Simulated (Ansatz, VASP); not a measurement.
# One calculation of BN, two programs

```
CELL_PARAMETERS angstrom
2.51206 -0.00423 0.00000
-1.25237 2.17762 0.00000
0.00000 0.00000 23.90160
ATOMIC_POSITIONS crystal
B 0.99404 0.99457 0.31379
N 0.66071 0.32791 0.31379
```

Alike in both runs: functional PBE; k mesh 12 × 12 × 1; occupations fermi-dirac, width 0.05 eV; no spin polarisation.

|  | VASP | Ansatz |
| --- | --- | --- |
| version | VASP 6.6.1 | Ansatz 0.2.0 |
| potentials or method | VASP PAW PBE potentials, release 64 (B, N), cutoff 520 eV | all-electron LAPW, scalar-relativistic |
| task | single point | work function |

|  | VASP | Ansatz | Ansatz less VASP |
| --- | --- | --- | --- |
| gap on the k mesh at the Fermi level (eV) | 4.66 | 4.66 | -0.001 |
| least direct gap on the mesh (eV) | 4.66 | 4.66 | -0.001 |

Ansatz ran all-electron here, and VASP with PAW potentials.
